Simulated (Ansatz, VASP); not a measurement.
One calculation of PbO, two programs

```
Pb O
1.0
     4.03402    0.00000    0.00000
     0.00000    3.91478    0.00000
     0.00000    0.00000    5.02200
Pb O
2 2
Cartesian
  0.0000 1.9574 1.1807
  2.0170 0.0000 3.8413
  0.0000 0.0000 0.0000
  2.0170 1.9574 0.0000
```

Change from the starting cell: strain +0.0150 x Voigt [1, -1, 0, 0, 0, 0], atoms carried along.

Alike in both runs: task single point; functional PBE; k mesh 8 × 8 × 6; occupations gaussian, width 0.05 eV; no spin polarisation.

|  | VASP | Ansatz |
| --- | --- | --- |
| version | VASP 6.6.1 | Ansatz 0.2.0 |
| potentials or method | VASP PAW PBE potentials, release 64 (Pb_d, O), cutoff 520 eV | scalar-relativistic, plane waves, PAW |
| valence electrons in the cell | 40 | 40 |

VASP gave:

| Property | Result |
| --- | --- |
| gap on the k mesh at the Fermi level (eV) | 1.23 |
| least direct gap on the mesh (eV) | 2.33 |
| pressure (GPa) | 5.0 |
| traceless stress, the component that is largest in VASP (GPa) | 1.51 |
| rms of the force components (eV/Å) | 0.237 |

Task: Estimate Ansatz's values.

Result: gap on the k mesh at the Fermi level (eV): 1.23; least direct gap on the mesh (eV): 2.33; pressure (GPa): 5.0; traceless stress, the component that is largest in VASP (GPa): 1.47; rms of the force components (eV/Å): 0.219.

Atom by atom the forces differ by 0.018 eV/Å (rms over components). With one functional, cell and mesh, what is left measures potentials, basis and numerics.

Neither program's run includes spin-orbit coupling.
